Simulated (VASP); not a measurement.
# HgTe (Coloradoite) (F-43m) in VASP: notebook

The runs below take HgTe (Coloradoite) through single point, with PBE exchange alone, LDA, RPBE+D4.

Program: VASP 6.6.1. These are calculated values, not measurements. Logs are shortened: lines on timing, memory, paths and dates and some standing lists are left out, and cuts for length are marked.

### 1 The cell of the first run

Symmetry: F-43m, No. 216, cubic system. The conventional cell has a = 6.472 Å, b = 6.472 Å, c = 6.472 Å, α = 90.00°, β = 90.00°, γ = 90.00°. Within 3.7 Å of Hg (site symmetry -43m) lie 4 Te at 2.80 Å. Te (site symmetry -43m) has 4 Hg at 2.80 Å within 3.7 Å.

### 2 Single point, PBE exchange alone

Input file INCAR:

```
PREC = Accurate
ENCUT = 520
EDIFF = 1E-6
ISMEAR = -1
SIGMA = 0.05
LREAL = False
LASPH = True
NELM = 60
ALGO = Normal
ISIF = 2
LWAVE = False
LCHARG = False
GGA = PE
ALDAC = 0.0
AGGAC = 0.0
NBANDS = 16
```

Input file KPOINTS:

```
Automatic mesh
0
Gamma
  7 7 7
```

Input file POSCAR:

```
HgTe
1.0
    0.0000000000      3.2357886999      3.2357886999
    3.2357886999      0.0000000000      3.2357886999
    3.2357886999      3.2357886999      0.0000000000
Hg Te
1 1
Direct
    0.0000000000      0.0000000000      0.0000000000
    0.7500000000      0.7500000000      0.7500000000
```

Potentials or basis: VASP PAW PBE potentials, release 64 (Hg, Te).

Command:

```
> cat potpaw_PBE.64/Hg/POTCAR potpaw_PBE.64/Te/POTCAR > POTCAR
> mpirun -np 1 vasp_std > vasp.out
```

OUTCAR:

```text
PREC = Accurate
   ENCUT = 520
   EDIFF = 1E-6
   ISMEAR = -1
   LREAL = False
   LASPH = True
   NELM = 60
   ISIF = 2
   GGA = PE

 ion  position               nearest neighbor table
   1  0.000  0.000  0.000-   2 2.80   2 2.80   2 2.80   2 2.80
   2  0.750  0.750  0.750-   1 2.80   1 2.80   1 2.80   1 2.80

  LATTYP: Found a face centered cubic cell.
 ALAT       =     6.4715773998

  Lattice vectors:

 A1 = (   0.0000000000,   3.2357886999,   3.2357886999)
 A2 = (   3.2357886999,   0.0000000000,   3.2357886999)
 A3 = (   3.2357886999,   3.2357886999,   0.0000000000)

Analysis of symmetry for initial positions (statically):
=====================================================================
 Subroutine PRICEL returns:
 Original cell was already a primitive cell.

 Routine SETGRP: Setting up the symmetry group for a
 face centered cubic supercell.

 Subroutine GETGRP returns: Found 24 space group operations
 (whereof 24 operations were pure point group operations)
 out of a pool of 48 trial point group operations.

The static configuration has the point symmetry T_d .

Analysis of symmetry for dynamics (positions and initial velocities):
=====================================================================
 Subroutine PRICEL returns:
 Original cell was already a primitive cell.

 Routine SETGRP: Setting up the symmetry group for a
 face centered cubic supercell.

 Subroutine GETGRP returns: Found 24 space group operations
 (whereof 24 operations were pure point group operations)
 out of a pool of 48 trial point group operations.

The dynamic configuration has the point symmetry T_d .

 Subroutine INISYM returns: Found 24 space group operations
 (whereof 24 operations are pure point group operations),
 and found     1 'primitive' translations

----------------------------------------------------------------------------------------

                                     Primitive cell

  volume of cell :      67.7595

  direct lattice vectors                    reciprocal lattice vectors
     0.000000000  3.235788700  3.235788700    -0.154521833  0.154521833  0.154521833
     3.235788700  0.000000000  3.235788700     0.154521833 -0.154521833  0.154521833
     3.235788700  3.235788700  0.000000000     0.154521833  0.154521833 -0.154521833

  length of vectors
     4.576096264  4.576096264  4.576096264     0.267639665  0.267639665  0.267639665

  position of ions in fractional coordinates (direct lattice)
     0.000000000  0.000000000  0.000000000
     0.750000000  0.750000000  0.750000000

  ion indices of the primitive-cell ions
   primitive index   ion index
                 1           1
                 2           2

----------------------------------------------------------------------------------------

 KPOINTS: Automatic mesh

Automatic generation of k-mesh.
 Grid dimensions read from file:
 generate k-points for:    7    7    7

 Generating k-lattice:

  Cartesian coordinates                     Fractional coordinates (reciprocal lattice)
    -0.022074548  0.022074548  0.022074548     0.142857143  0.000000000  0.000000000
     0.022074548 -0.022074548  0.022074548     0.000000000  0.142857143  0.000000000
     0.022074548  0.022074548 -0.022074548     0.000000000  0.000000000  0.142857143

  Length of vectors
     0.038234238  0.038234238  0.038234238

  Shift w.r.t. Gamma in fractional coordinates (k-lattice)
     0.000000000  0.000000000  0.000000000

 Subroutine IBZKPT returns following result:
 ===========================================

 Found     20 irreducible k-points:

 Following reciprocal coordinates:
            Coordinates               Weight
  0.000000  0.000000  0.000000      1.000000
  0.142857  0.000000  0.000000      8.000000
  0.285714  0.000000  0.000000      8.000000
  0.428571  0.000000  0.000000      8.000000
  0.142857  0.142857  0.000000      6.000000
  0.285714  0.142857  0.000000     24.000000
[... 12 lines left out ...]
 -0.428571  0.428571  0.142857     24.000000
 -0.285714  0.428571  0.142857     24.000000
   k-points           NKPTS =     20   k-points in BZ     NKDIM =     20   number of bands    NBANDS=     16
   number of dos      NEDOS =    301   number of ions     NIONS =      2
   total plane-waves  NPLWV =  46656
   dimension x,y,z NGX =    36 NGY =   36 NGZ =   36
   dimension x,y,z NGXF=    72 NGYF=   72 NGZF=   72
   ions per type =               1   1
   NGX,Y,Z   is equivalent  to a cutoff of  13.08, 13.08, 13.08 a.u.
   NGXF,Y,Z  is equivalent  to a cutoff of  26.16, 26.16, 26.16 a.u.
 SYSTEM =  unknown system
   PREC   = accura    normal or accurate (medium, high low for compatibility)
   ISTART =      0    job   : 0-new  1-cont  2-samecut
   ICHARG =      2    charge: 1-file 2-atom 10-const
   ISPIN  =      1    spin polarized calculation?
   LNONCOLLINEAR =      F non collinear calculations
   LSORBIT =      F    spin-orbit coupling
   LASPH  =      T    aspherical Exc in radial PAW
   ENCUT  =  520.0 eV  38.22 Ry    6.18 a.u.   8.51  8.51  8.51*2*pi/ulx,y,z
   NELM   =     60;   NELMIN=  2; NELMDL= -5     # of ELM steps
   EDIFF  = 0.1E-05   stopping-criterion for ELM
   LREAL  =      F    real-space projection
   EDIFFG = 0.1E-04   stopping-criterion for IOM
   NSW    =      0    number of steps for IOM
   IBRION =     -1    ionic relax: 0-MD 1-quasi-New 2-CG
   NFREE  =      0    steps in history (QN), initial steepest desc. (CG)
   ISIF   =      2    stress and relaxation
   ISYM   =      2    0-nonsym 1-usesym 2-fastsym
   POTIM  = 0.5000    time-step for ionic-motion
   TEBEG  =    0.0;   TEEND  =   0.0 temperature during run
   PSTRESS=    0.0 pullay stress
   NELECT =      18.0000    total number of electrons
   NUPDOWN=      -1.0000    fix difference up-down
   EMIN   =  10.00;   EMAX   =-10.00  energy-range for DOS
   EFERMI =   0.00;   METHOD = LEGACY
   ISMEAR =    -1;   SIGMA  =   0.05  broadening in eV -4-tet -1-fermi 0-gaus
   EFERMI_NEDOS =   21; number of points for ismear=-14 and -15
   IALGO  =     38    algorithm
   IMIX   =      4    mixing-type and parameters
     AMIX     =   0.40;   BMIX     =  1.00
     AMIX_MAG =   1.60;   BMIX_MAG =  1.00
  volume/ion in A,a.u.               =      33.88       228.63
  Fermi-wavevector in a.u.,A,eV,Ry     =   1.052387  1.988723 15.068705  1.107519
  Thomas-Fermi vector in A             =   2.187468
   LORBIT       =      0    0 simple, 1 ext, 2 COOP (PROOUT), +10 PAW based schemes
   GGA     = PE    functional components
   LHFCALC =     F    Hartree Fock is set to
   AEXX    =    0.0000 exact exchange contribution
   IVDW    =     0    specifies the selected vdW correction
   LEPSILON=     F    determine dielectric tensor
   LRPA    =     F    only Hartree local field effects (RPA)
 non-spin polarized calculation
  energy-cutoff  :      520.00
  volume of cell :       67.76
 maximum number of plane-waves:      1841
 NGX is ok and might be reduce to    36
   NGX = 17   NGY = 17   NGZ = 17

 number of electron      18.0000002 magnetization

 Free energy of the ion-electron system (eV)
  ---------------------------------------------------
  ext. energy  EPLUGINS =         0.00000000
  ---------------------------------------------------
  free energy    TOTEN  =        -1.29410322 eV

  energy without entropy =       -1.29339527  energy(sigma->0) =       -1.29374925

 E-fermi :   4.5803     XC(G=0):  -7.2422

 val. band max:        4.5386439435   @ k =   0.0000   0.0000   0.0000
 cond. band min:       5.2241267246   @ k =   0.1429   0.0000   0.0000
 fundamental gap:      0.6854827811
 Fermi energy:         4.5803217954

 k-point     1 :       0.0000    0.0000    0.0000
  band No.  band energies     occupation
      1      -7.4413      2.00000
      2      -2.7407      2.00000
      3      -2.7407      2.00000
      4      -2.7407      2.00000
      5      -2.2115      2.00000
      6      -2.2115      2.00000
[... 8 lines left out ...]
     15      14.1431      0.00000
     16      14.1431      0.00000

 k-point     2 :       0.1429    0.0000    0.0000
  band No.  band energies     occupation
      1      -7.3422      2.00000
      2      -2.7131      2.00000
      3      -2.7131      2.00000
      4      -2.7037      2.00000
      5      -2.2140      2.00000
      6      -2.2140      2.00000
[... 8 lines left out ...]
     15      13.2442      0.00000
     16      13.2442      0.00000

 k-point     3 :       0.2857    0.0000    0.0000
  band No.  band energies     occupation
      1      -7.1058      2.00000
      2      -2.6572      2.00000
      3      -2.6572      2.00000
      4      -2.5221      2.00000
      5      -2.2100      2.00000
      6      -2.2100      2.00000
[... 8 lines left out ...]
     15      13.2091      0.00000
     16      13.2091      0.00000

 k-point     4 :       0.4286    0.0000    0.0000
  band No.  band energies     occupation
      1      -6.9014      2.00000
      2      -2.6214      2.00000
      3      -2.6214      2.00000
      4      -2.1937      2.00000
      5      -2.1937      2.00000
      6      -2.0821      2.00000
[... 8 lines left out ...]
     15      14.2458      0.00000
     16      14.2458      0.00000
[... 248 lines left out ...]
 k-point    18 :      -0.4286    0.2857    0.1429
  band No.  band energies     occupation
      1      -6.7736      2.00000
      2      -2.5663      2.00000
      3      -2.5350      2.00000
      4      -2.2854      2.00000
      5      -2.1999      2.00000
      6      -1.9214      2.00000
[... 8 lines left out ...]
     15      14.4697      0.00000
     16      15.1686      0.00000

 k-point    19 :      -0.4286    0.4286    0.1429
  band No.  band energies     occupation
      1      -6.7040      2.00000
      2      -2.5415      2.00000
      3      -2.4677      2.00000
      4      -2.3595      2.00000
      5      -2.1792      2.00000
      6      -1.8222      2.00000
[... 8 lines left out ...]
     15      15.2701      0.00000
     16      15.6709      0.00000

 k-point    20 :      -0.2857    0.4286    0.1429
  band No.  band energies     occupation
      1      -6.6864      2.00000
      2      -2.5326      2.00000
      3      -2.4775      2.00000
      4      -2.2792      2.00000
      5      -2.2248      2.00000
      6      -1.6754      2.00000
[... 8 lines left out ...]
     15      14.6643      0.00000
     16      16.3935      0.00000

------------------------ aborting loop because EDIFF is reached ----------------------------------------

  FORCE on cell =-STRESS in cart. coord.  units (eV):
  Direction    XX          YY          ZZ          XY          YZ          ZX
  --------------------------------------------------------------------------------------
  -------------------------------------------------------------------------------------
  Total        4.7920686      4.7920686      4.7920686     -0.0000000     -0.0000000     -0.0000000
  in kB      113.3086732    113.3086732    113.3086732     -0.0000000     -0.0000000     -0.0000000
  external PRESSURE =     113.3086732 kB  Pullay stress =       0.0000000 kB

 VOLUME and BASIS-vectors are now :
 -----------------------------------------------------------------------------
  energy-cutoff  :      520.00
  volume of cell :       67.76
      direct lattice vectors                 reciprocal lattice vectors
     0.000000000  3.235788700  3.235788700    -0.154521833  0.154521833  0.154521833
     3.235788700  0.000000000  3.235788700     0.154521833 -0.154521833  0.154521833
     3.235788700  3.235788700  0.000000000     0.154521833  0.154521833 -0.154521833

 POSITION                                       TOTAL-FORCE (eV/Angst)
 -----------------------------------------------------------------------------------
      0.00000      0.00000      0.00000        -0.000000     -0.000000      0.000000
      4.85368      4.85368      4.85368         0.000000      0.000000     -0.000000
 -----------------------------------------------------------------------------------
    total drift:                               -0.000000     -0.000000      0.000000

  FREE ENERGIE OF THE ION-ELECTRON SYSTEM (eV)
  ---------------------------------------------------
  free  energy   TOTEN  =        -1.2941032243 eV

  energy  without entropy=       -1.2933952677  energy(sigma->0) =       -1.29374925
```

Wall time 46 s (1 thread of AMD EPYC 7R13, shared host); peak memory 0.18 GiB.

Results:

* Free energy: -1.2941 eV
* Pressure: 11.3 GPa
* Band gap on the k mesh: zero (filled and empty bands touch)

Levels at points of the mesh, in eV from the Fermi level:
```
           k point  band 7  band 8  band 9  band 10  band 11  band 12
(0.00, 0.00, 0.00)   -0.85   -0.04   -0.04    -0.04     4.19     4.19
```

Caveat: spin-orbit coupling is left out, which moves the levels of the heavy elements.

### 3 Single point, PBE exchange alone

This run uses another cell than the first one, of 34.54 Å³/atom, 1.020 times its volume.

Input file INCAR:

```
AGGAC = 0.0 ; ALDAC = 0.0
ALGO = Normal ; EDIFF = 1E-6
ENCUT = 520 ; GGA = PE
ISIF = 2 ; ISMEAR = -1
LASPH = True ; LCHARG = False
LREAL = False ; LWAVE = False
NBANDS = 16 ; NELM = 100
PREC = Accurate ; SIGMA = 0.05
```

Input file KPOINTS:

```
k-points
0
Gamma
  7 7 7
```

Input file POSCAR:

```
HgTe
1.0
    0.0000000000      3.2568009036      3.2568009036
    3.2568009036      0.0000000000      3.2568009036
    3.2568009036      3.2568009036      0.0000000000
Hg Te
1 1
Direct
    0.0000000000      0.0000000000      0.0000000000
    0.7500000000      0.7500000000      0.7500000000
```

Potentials or basis: VASP PAW PBE potentials, release 64 (Hg, Te).

Command:

```
> cat potpaw_PBE.64/Hg/POTCAR potpaw_PBE.64/Te/POTCAR > POTCAR
> mpirun -np 1 vasp_std > vasp.out
```

Run time: 44 s. Hardware: 1 thread of AMD EPYC 7R13, shared host; peak memory 0.18 GiB.

Results (log left out):

- Free energy: -1.3831 eV
- Pressure: 10.1 GPa
- Band gap on the k mesh: zero (filled and empty bands touch)

Levels at points of the mesh, in eV from the Fermi level:
| k point | band 7 | band 8 | band 9 | band 10 | band 11 | band 12 |
| --- | --- | --- | --- | --- | --- | --- |
| (0.00, 0.00, 0.00) | -0.90 | -0.04 | -0.04 | -0.04 | 4.22 | 4.22 |

Caveat: spin-orbit coupling is left out, which moves the levels of the heavy elements.

[end of part 1 of 2]
